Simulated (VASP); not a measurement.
Here is a VASP 6.6.1 calculation.

Contents of POSCAR:

```
ZrSnO4
1.0
    3.3993147357     -3.4331685779      0.0000000000
    3.3993147357      3.4331685779      0.0000000000
    0.0000000000      0.0000000000      3.2179572751
Sn Zr O
1 1 4
Direct
    0.5000000000      0.5000000000      0.5000000000
    0.0000000000      0.0000000000      0.0000000000
    0.1965230306      0.1965230306      0.5000000000
    0.8034769694      0.8034769694      0.5000000000
    0.6924356546      0.3075643454      0.0000000000
    0.3075643454      0.6924356546      0.0000000000
```

File INCAR.step1:

```
SYSTEM = ZrSnO4
ALGO = Normal
EDIFF = 1E-4
ENCUT = 520
GGA = PE
ISMEAR = -1
LASPH = .TRUE.
LCHARG = .FALSE.
LREAL = .FALSE.
LWAVE = .TRUE.
NBANDS = 34
NELM = 60
PREC = Accurate
SIGMA = 0.02
```

Contents of INCAR.step2:

```
SYSTEM = ZrSnO4
ALGO = Normal
EDIFF = 1E-6
ENCUT = 520
ISIF = 2
ISMEAR = -1
ISTART = 1
LASPH = .TRUE.
LCHARG = .FALSE.
LMIXTAU = .TRUE.
LREAL = .FALSE.
LWAVE = .FALSE.
METAGGA = R2SCAN
NBANDS = 34
NELM = 60
PREC = Accurate
SIGMA = 0.02
```

The input KPOINTS:

```
k-points
0
G
  6 6 8
  0 0 0
```

Potentials or basis: VASP PAW PBE potentials, release 64 (Sn_d, Zr_sv, O).

Launch:

```sh
$ cat potpaw_PBE.64/Sn_d/POTCAR potpaw_PBE.64/Zr_sv/POTCAR potpaw_PBE.64/O/POTCAR > POTCAR
$ cp INCAR.step1 INCAR
$ mpirun -np 1 vasp_std > vasp.out
$ cp INCAR.step2 INCAR
$ mpirun -np 1 vasp_std > vasp.out
```

(1) What does it give for the pressure?

(2) What does it give for the band gap on the k mesh?

(3) Estimate the largest force.

## Answers

(1) 0.7 GPa.

(2) 2.84 eV.

(3) 0.066 eV/Å.

Caveat: the PAW data sets were made with another functional, which shifts forces and pressure a little; spin-orbit coupling is left out, which moves the levels of the heavy elements.
